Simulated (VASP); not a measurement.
Wanted: the native input for a VASP 6.6.1 run.

```yaml
Task: single point
Functional: PBE
Potentials_or_basis: VASP PAW PBE potentials, release 64 (Pr_3, Sb, Se), 4f in core
Cutoff: 500 eV
k_mesh: 4 × 4 × 4
Occupations: gaussian, width 0.1 eV
Spin: no spin polarisation
Dipole_correction: no
Mended: yes
Further_INCAR_settings: ALGO = Normal; EDIFF = 1e-06; NBANDS = 28
```

The structure of Pr2SbSe2 lies in POSCAR:

```
Pr2SbSe2
1.0
    5.5266058649      0.0000000000      0.0000000000
    0.0000000000      5.5266058649      0.0000000000
    0.0000000000      0.0000000000      5.9447889856
Pr Sb Se
2 1 2
Direct
    0.5000000000      0.5000000000      0.0000000000
    0.0000000000      0.0000000000      0.5000000000
    0.5000000000      0.5000000000      0.5000000000
    0.0000000000      0.5000000000      0.0000000000
    0.5000000000      0.0000000000      0.0000000000
```

The cell was built from a structure type or drawn by symmetry, and may not be a known phase.

One way to write it, as run:

INCAR

```
PREC = Accurate
ENCUT = 500
EDIFF = 1E-6
ISMEAR = 0
SIGMA = 0.1
LREAL = False
LASPH = True
NELM = 200
ALGO = Normal
ISIF = 2
LWAVE = False
LCHARG = False
GGA = PE
NBANDS = 28
GGA_COMPAT = False
LMAXMIX = 6
```

KPOINTS

```
regular mesh
0
Gamma
  4 4 4
```

Potentials or basis: VASP PAW PBE potentials, release 64 (Pr_3, Sb, Se), 4f in core.

Launch:

```console
$ cat potpaw_PBE.64/Pr_3/POTCAR potpaw_PBE.64/Sb/POTCAR potpaw_PBE.64/Se/POTCAR > POTCAR
$ mpirun -np 1 vasp_std > vasp.out
```

It gave:

```yaml
Pressure: 0.0 GPa
Band_gap_on_the_k_mesh: zero (an odd number of electrons rules out a gap without spin polarisation)
```

Caveat: spin-orbit coupling is left out, which moves the levels of the heavy elements; the 4f electrons are frozen in the core, so they carry no moment and show no levels; the run has no spin polarisation, though such a crystal can be magnetic.

Run time: 39 s on 1 thread of Intel(R) Xeon(R) 6975P-C (Granite Rapids), on a shared host, peak memory 0.31 GiB.
